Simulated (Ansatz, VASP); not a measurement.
# CuI in VASP and in Ansatz

The input INCAR:

```
PREC = Accurate ; ENCUT = 520
EDIFF = 1E-6 ; ISMEAR = 0
SIGMA = 0.01 ; LREAL = False
LASPH = True ; NELM = 100
ALGO = Normal ; ISIF = 2
LWAVE = False ; LCHARG = False
GGA = CA ; NBANDS = 16
```

Contents of KPOINTS:

```
regular mesh
0
Gamma
  8 8 8
```

File POSCAR:

```
CuI
1.0
    0.0000000000      3.0120427040      3.0120427040
    3.0120427040      0.0000000000      3.0120427040
    3.0120427040      3.0120427040      0.0000000000
Cu I
1 1
Direct
    0.2500000000      0.2500000000      0.2500000000
    0.0000000000      0.0000000000      0.0000000000
```

Input for Ansatz:

```yaml
crystal:
  lattice:
    - [0.0, 3.012042704, 3.012042704]
    - [3.012042704, 0.0, 3.012042704]
    - [3.012042704, 3.012042704, 0.0]
  atoms:
    - { symbol: Cu, position: [0.25, 0.25, 0.25] }
    - { symbol: I, position: [0.0, 0.0, 0.0] }
kpoints:
  mp_grid: { grid: [8, 8, 8] }
  band_path:
    path:
      - [0.0, 0.0, 0.0]
      - [-0.5, -0.5, 0.0]
      - [-0.375, -0.375, 0.25]
      - [-0.375, 0.0, 0.375]
      - [0.0, 0.0, 0.5]
      - [-0.5, -0.25, 0.25]
    npoints: 1
hamiltonian:
  xc: lda
scf:
  occupations: { method: fixed }
  n_extra_bands: 4
output:
  forces: true
  stress: true
  eigenvalues: true
```

Alike in both runs: task single point; functional LDA; k mesh 8 × 8 × 8; no spin polarisation.

|  | VASP | Ansatz |
| --- | --- | --- |
| version | VASP 6.6.1 | Ansatz 0.2.0 |
| potentials or method | VASP PAW LDA potentials, release 64 (Cu, I) | plane waves, PAW |
| plane-wave cutoff (eV) | 520 | 420 |
| occupations | gaussian, width 0.01 eV | fixed |
| valence electrons in the cell | 18 | 36 |

VASP gave:

| Item | Value |
| --- | --- |
| gap on the k mesh at the Fermi level (eV) | 1.05 |
| pressure (GPa) | -3.6 |

Estimate Ansatz's values.

gap on the k mesh at the Fermi level (eV): 0.99; pressure (GPa): -3.8.

LDA's correlation is that of Perdew and Zunger in VASP and of Perdew and Wang (1992) in Ansatz. VASP's potentials hold 18 valence electrons a cell and Ansatz's 36, so a difference there can come from the potentials and not from the codes.

Neither program's run includes spin-orbit coupling.
